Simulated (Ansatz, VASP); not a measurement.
# F: VASP beside Ansatz

```
F
1.0
     9.00000    0.00000    0.00000
     0.00000    9.50000    0.00000
     0.00000    0.00000   10.00000
F
2
Direct
  0.50000 0.50000 0.42930
  0.50000 0.50000 0.57070
```

Alike in both runs: functional PBE; k mesh 1 × 1 × 1; occupations fermi-dirac, width 0.02 eV; no spin polarisation.

Ansatz relaxed the structure, and its values are those at the end. VASP's run is a single point on that final structure, the one shown.

```csv
,VASP,Ansatz
version,VASP 6.6.1,Ansatz 0.2.0
potentials or method,"VASP PAW PBE potentials, release 64 (F), cutoff 520 eV","plane waves, PAW"
valence electrons in the cell,14,14
```

VASP gave:

```
rms of the force components (eV/Å) : 0.216
```

Q: Estimate Ansatz's values.

A: rms of the force components (eV/Å): 0.001.

One of these differences is far larger than is usual between the two programs; its cause wasn't traced. Ansatz's warnings: stress scf threshold loose.
